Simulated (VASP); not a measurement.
# Ti (P6/mmm) in VASP: notebook

The runs below take Ti through single point, relaxation of cell and atoms, with r2SCAN.

Everything below comes from runs of VASP 6.6.1. Logs are shortened: lines on timing, memory, paths and dates and some standing lists are left out, and cuts for length are marked.

## Step 1: The cell of the first run

Symmetry: P6/mmm, No. 191, hexagonal system. Conventional cell: a = 4.178 Å, b = 4.178 Å, c = 2.629 Å, α = 90.00°, β = 90.00°, γ = 120.00°. Ti (site symmetry 6/mmm) has 14 Ti at 2.63 to 2.75 Å within 3.5 Å. Within 3.2 Å of Ti (site symmetry -6m2) lie 11 Ti at 2.41 to 2.75 Å.

## Step 2: Single point, r2SCAN

Input file POSCAR:

```
Ti
1.0
    4.1779169287      0.0000000000      0.0000000000
   -2.0889584643      3.6181821951      0.0000000000
    0.0000000000      0.0000000000      2.6286354431
Ti
3
Direct
    0.0000000000      0.0000000000      0.0000000000
    0.3333333333      0.6666666667      0.5000000000
    0.6666666667      0.3333333333      0.5000000000
```

Input file INCAR.step1:

```
SYSTEM = Ti
ALGO = Normal
EDIFF = 1E-4
ENCUT = 520
GGA = PE
ISMEAR = -1
LASPH = .True.
LCHARG = .False.
LREAL = .False.
LWAVE = .True.
NBANDS = 25
NELM = 100
PREC = Accurate
SIGMA = 0.1
```

Input file INCAR.step2:

```
SYSTEM = Ti
ALGO = Normal
EDIFF = 1E-6
ENCUT = 520
ISIF = 2
ISMEAR = -1
ISTART = 1
LASPH = .True.
LCHARG = .True.
LELF = .True.
LMIXTAU = .True.
LREAL = .False.
LVHAR = .True.
LWAVE = .False.
METAGGA = R2SCAN
NBANDS = 25
NELM = 100
PREC = Accurate
SIGMA = 0.1
```

Input file KPOINTS:

```
k-points
0
Gamma
  5 5 7
  0 0 0
```

Potentials or basis: VASP PAW PBE potentials, release 64 (Ti_sv).

On the command line:

```console
> cat potpaw_PBE.64/Ti_sv/POTCAR > POTCAR
> cp INCAR.step1 INCAR
> mpirun -np 1 vasp_std > vasp.out
> cp INCAR.step2 INCAR
> mpirun -np 1 vasp_std > vasp.out
```

OUTCAR:

```text
SYSTEM = Ti
   EDIFF = 1E-6
   ENCUT = 520
   ISIF = 2
   ISMEAR = -1
   ISTART = 1
   LASPH = .True.
   LREAL = .False.
   METAGGA = R2SCAN
   NELM = 100
   PREC = Accurate

 ion  position               nearest neighbor table
   1  0.000  0.000  0.000-   2 2.75   3 2.75   2 2.75   3 2.75   2 2.75   2 2.75   3 2.75   3 2.75
                             3 2.75   3 2.75   2 2.75   2 2.75
   2  0.333  0.667  0.500-   3 2.41   3 2.41   3 2.41   1 2.75   1 2.75   1 2.75   1 2.75   1 2.75
                             1 2.75
   3  0.667  0.333  0.500-   2 2.41   2 2.41   2 2.41   1 2.75   1 2.75   1 2.75   1 2.75   1 2.75
                             1 2.75

  LATTYP: Found a hexagonal cell.
 ALAT       =     4.1779169287
 C/A-ratio  =     0.6291736978

  Lattice vectors:

 A1 = (   4.1779169287,   0.0000000000,   0.0000000000)
 A2 = (  -2.0889584643,   3.6181821951,   0.0000000000)
 A3 = (   0.0000000000,   0.0000000000,   2.6286354431)

Analysis of symmetry for initial positions (statically):
=====================================================================
 Subroutine PRICEL returns:
 Original cell was already a primitive cell.

 Routine SETGRP: Setting up the symmetry group for a
 hexagonal supercell.

 Subroutine GETGRP returns: Found 24 space group operations
 (whereof 24 operations were pure point group operations)
 out of a pool of 24 trial point group operations.

The static configuration has the point symmetry D_6h.

Analysis of symmetry for dynamics (positions and initial velocities):
=====================================================================
 Subroutine PRICEL returns:
 Original cell was already a primitive cell.

 Routine SETGRP: Setting up the symmetry group for a
 hexagonal supercell.

 Subroutine GETGRP returns: Found 24 space group operations
 (whereof 24 operations were pure point group operations)
 out of a pool of 24 trial point group operations.

The dynamic configuration has the point symmetry D_6h.

 Subroutine INISYM returns: Found 24 space group operations
 (whereof 24 operations are pure point group operations),
 and found     1 'primitive' translations

----------------------------------------------------------------------------------------

                                     Primitive cell

  volume of cell :      39.7357

  direct lattice vectors                    reciprocal lattice vectors
[... 82 lines left out ...]
   ENCUT  =  520.0 eV  38.22 Ry    6.18 a.u.   7.77  7.77  4.89*2*pi/ulx,y,z
   NELM   =    100;   NELMIN=  2; NELMDL=  0     # of ELM steps
   EDIFF  = 0.1E-05   stopping-criterion for ELM
   LREAL  =      F    real-space projection
   EDIFFG = 0.1E-04   stopping-criterion for IOM
   NSW    =      0    number of steps for IOM
   IBRION =     -1    ionic relax: 0-MD 1-quasi-New 2-CG
   NFREE  =      0    steps in history (QN), initial steepest desc. (CG)
   ISIF   =      2    stress and relaxation
   ISYM   =      2    0-nonsym 1-usesym 2-fastsym
   POTIM  = 0.5000    time-step for ionic-motion
   TEBEG  =    0.0;   TEEND  =   0.0 temperature during run
   PSTRESS=    0.0 pullay stress
   NELECT =      36.0000    total number of electrons
   NUPDOWN=      -1.0000    fix difference up-down
   EMIN   =  10.00;   EMAX   =-10.00  energy-range for DOS
   EFERMI =   0.00;   METHOD = LEGACY
   ISMEAR =    -1;   SIGMA  =   0.10  broadening in eV -4-tet -1-fermi 0-gaus
   EFERMI_NEDOS =   21; number of points for ismear=-14 and -15
   IALGO  =     38    algorithm
   IMIX   =      4    mixing-type and parameters
     AMIX     =   0.40;   BMIX     =  1.00
     AMIX_MAG =   1.60;   BMIX_MAG =  1.00
  volume/ion in A,a.u.               =      13.25        89.38
  Fermi-wavevector in a.u.,A,eV,Ry     =   1.584098  2.993512 34.142017  2.509367
  Thomas-Fermi vector in A             =   2.683768
   LORBIT       =      0    0 simple, 1 ext, 2 COOP (PROOUT), +10 PAW based schemes
   METAGGA = R2SCAN    functional components
   LHFCALC =     F    Hartree Fock is set to
   AEXX    =    0.0000 exact exchange contribution
   IVDW    =     0    specifies the selected vdW correction
   LEPSILON=     F    determine dielectric tensor
   LRPA    =     F    only Hartree local field effects (RPA)
 non-spin polarized calculation
  energy-cutoff  :      520.00
  volume of cell :       39.74
 maximum number of plane-waves:      1095
 NGX is ok and might be reduce to    32
   NGX = 15   NGY = 15   NGZ =  9

 number of electron      35.9999992 magnetization

 Free energy of the ion-electron system (eV)
  ---------------------------------------------------
  ext. energy  EPLUGINS =         0.00000000
  ---------------------------------------------------
  free energy    TOTEN  =       -37.55242598 eV

  energy without entropy =      -37.47959949  energy(sigma->0) =      -37.51601274

 E-fermi :  11.4717     XC(G=0): -13.8765

 val. band max:       11.4525176808   @ k =   0.4000  -0.0000   0.0000
 cond. band min:      11.4969375357   @ k =   0.4000   0.2000   0.1429
 fundamental gap:      0.0444198549
 Fermi energy:        11.4717163242

 k-point     1 :       0.0000    0.0000    0.0000
  band No.  band energies     occupation
      1     -47.3401      2.00000
      2     -46.9751      2.00000
      3     -46.6662      2.00000
      4     -22.8585      2.00000
      5     -22.8585      2.00000
      6     -22.6862      2.00000
[... 549 lines left out ...]
     24      14.8662      0.00000
     25      16.1360      0.00000

------------------------ aborting loop because EDIFF is reached ----------------------------------------

  FORCE on cell =-STRESS in cart. coord.  units (eV):
  Direction    XX          YY          ZZ          XY          YZ          ZX
  --------------------------------------------------------------------------------------
  -------------------------------------------------------------------------------------
  Total       11.3997262     11.3997262     11.3433338      0.0000000     -0.0000000     -0.0000000
  in kB      459.6469815    459.6469815    457.3731894      0.0000000     -0.0000000     -0.0000000
  external PRESSURE =     458.8890508 kB  Pullay stress =       0.0000000 kB

 VOLUME and BASIS-vectors are now :
 -----------------------------------------------------------------------------
  energy-cutoff  :      520.00
  volume of cell :       39.74
      direct lattice vectors                 reciprocal lattice vectors
     4.177916929  0.000000000  0.000000000     0.239353730  0.138190940  0.000000000
    -2.088958464  3.618182195  0.000000000     0.000000000  0.276381881  0.000000000
     0.000000000  0.000000000  2.628635443     0.000000000  0.000000000  0.380425518

 POSITION                                       TOTAL-FORCE (eV/Angst)
 -----------------------------------------------------------------------------------
      0.00000      0.00000      0.00000        -0.000000      0.000000      0.000000
     -0.00000      2.41212      1.31432        -0.000000      0.000000      0.000000
      2.08896      1.20606      1.31432         0.000000      0.000000      0.000000
 -----------------------------------------------------------------------------------
    total drift:                               -0.000000      0.000000      0.000000

  FREE ENERGIE OF THE ION-ELECTRON SYSTEM (eV)
  ---------------------------------------------------
  free  energy   TOTEN  =       -37.5524259820 eV

  energy  without entropy=      -37.4795994886  energy(sigma->0) =      -37.51601274
```

Wall time 34 s (1 thread of Intel Xeon 6975P-C (Granite Rapids), shared host); peak memory 0.16 GiB.

Results:

```
Free energy            : -37.5524 eV
Pressure               : 45.9 GPa
Band gap on the k mesh : zero (band 18 reaches 11.86 eV, above the bottom of band 19 at 11.32 eV)
```

Caveat: the PAW data sets were made with another functional, which shifts forces and pressure a little.

(Continued in part 2 of 3.)
